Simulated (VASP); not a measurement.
## GaP: electric field gradients with PBE

Crystal: GaP.

```xyz
2
Lattice="0.0000 2.7798 2.7252 2.7798 0.0000 2.7252 2.7798 2.7798 0.0000" Properties=species:S:1:pos:R:3 pbc="T T T"
Ga    0.0000    0.0000    0.0000
P     4.1696    4.1696    4.0879
```

This cell differs from its parent crystal: equal xx and yy strain of +2 %.

- Program: VASP 6.6.1
- Task: electric field gradients
- Functional: PBE
- Potentials or basis: VASP PAW PBE potentials, release 64 (Ga_d, P)
- Cutoff: 520 eV
- k mesh: 10 × 10 × 10
- Occupations: fermi-dirac, width 0.05 eV
- Spin: no spin polarisation
- Dipole correction: no
- Further INCAR settings: ALGO = Normal; EDIFF = 1e-08; NBANDS = 16

The pressure is -0.7 GPa, the band gap on the k mesh is 1.43 eV and the largest electric field gradient by atom is Ga +3.4; P -2.3 V/Å².

Stress tensor (GPa, compression positive):
```
-1.16  0.00  0.00
 0.00 -1.16  0.00
 0.00  0.00  0.23
```

Levels at points of the mesh, in eV from the valence-band top:
```tsv
k point	band 6	band 7	band 8	band 9	band 10	band 11	band 12	band 13
(0.00, 0.00, 0.00)	-12.27	-0.10	-0.10	0.00	1.43	3.80	3.85	3.85
(0.50, 0.00, 0.00)	-10.33	-6.48	-1.21	-1.05	1.48	4.59	4.74	8.14
(0.50, 0.50, 0.00)	-9.43	-6.56	-2.70	-2.70	1.58	1.66	10.22	10.22
(0.50, 0.00, 0.50)	-9.51	-6.68	-2.58	-2.56	1.71	1.85	10.20	10.21
```

Electric field gradients, principal values (V/Å²):
```csv
atom,least,middle,greatest (by size)
1 Ga,-1.713,-1.717,3.430
2 P,1.134,1.134,-2.268
```

It took 100 s on 1 thread of Intel Xeon 8259CL (shared host), peak memory 0.21 GiB.

Caveat: the cell differs from its parent crystal (equal xx and yy strain of +2 %); without QUAD_EFG the Cq values of the log hold for a quadrupole moment of 1 mb, not for the nuclei. A k mesh can miss the band edges.
